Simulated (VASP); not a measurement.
## TiO2: single point with PBEsol

TiO2:

```
Ti O
1.0
     5.70216    0.00000    0.00000
    -2.85108    4.93822    0.00000
     0.00000    0.00000    6.26058
Ti O
3 6
Direct
  0.49502 0.00000 0.33333
  0.00000 0.49502 0.66667
  0.50498 0.50498 0.00000
  0.42529 0.22194 0.17374
  0.77806 0.20335 0.50707
  0.79665 0.57471 0.84041
  0.22194 0.42529 0.82626
  0.20335 0.77806 0.49293
  0.57471 0.79665 0.15959
```

* Program: VASP 6.6.1
* Task: single point
* Functional: PBEsol
* Potentials or basis: VASP PAW PBE potentials, release 64 (Ti_sv, O)
* Cutoff: 520 eV
* k mesh: 6 × 6 × 4
* Occupations: gaussian, width 0.02 eV
* Spin: no spin polarisation
* Dipole correction: no
* Further INCAR settings: ALGO = Normal; EDIFF = 1e-06; NBANDS = 46

```
Pressure               : 0.5 GPa
Largest force          : 0.031 eV/Å
Band gap on the k mesh : 3.41 eV, indirect (least direct gap 3.49 eV)
```

Forces in eV/Å, atoms in the order of the input:
```
Ti  -0.002  0.000  0.000
Ti   0.001 -0.002  0.000
Ti   0.001  0.002  0.000
O   -0.028 -0.013  0.004
O    0.025 -0.018  0.004
O    0.003  0.030  0.004
O    0.003 -0.030 -0.004
O   -0.028  0.013 -0.004
O    0.025  0.018 -0.004
```

Levels at points of the mesh, in eV from the valence-band top:
| k point | band 33 | band 34 | band 35 | band 36 | band 37 | band 38 | band 39 | band 40 |
| --- | --- | --- | --- | --- | --- | --- | --- | --- |
| (0.00, 0.00, 0.00) | -0.89 | -0.31 | -0.31 | -0.19 | 3.41 | 4.11 | 4.11 | 4.71 |
| (0.50, 0.00, 0.00) | -0.89 | -0.86 | -0.21 | -0.03 | 3.75 | 3.79 | 4.15 | 4.79 |
| (0.00, 0.00, 0.50) | -0.50 | -0.04 | 0.00 | 0.00 | 3.49 | 3.91 | 3.91 | 4.30 |
| (0.50, 0.00, 0.50) | -0.82 | -0.53 | -0.33 | -0.26 | 4.00 | 4.30 | 4.31 | 4.90 |

Run time: 2.8 min on 1 thread of AMD EPYC 7R13 Processor (Zen 3), with other jobs on the host, peak memory 0.33 GiB.

Caveat: the PAW data sets were made with another functional, which shifts forces and pressure a little. A k mesh can miss the band edges.
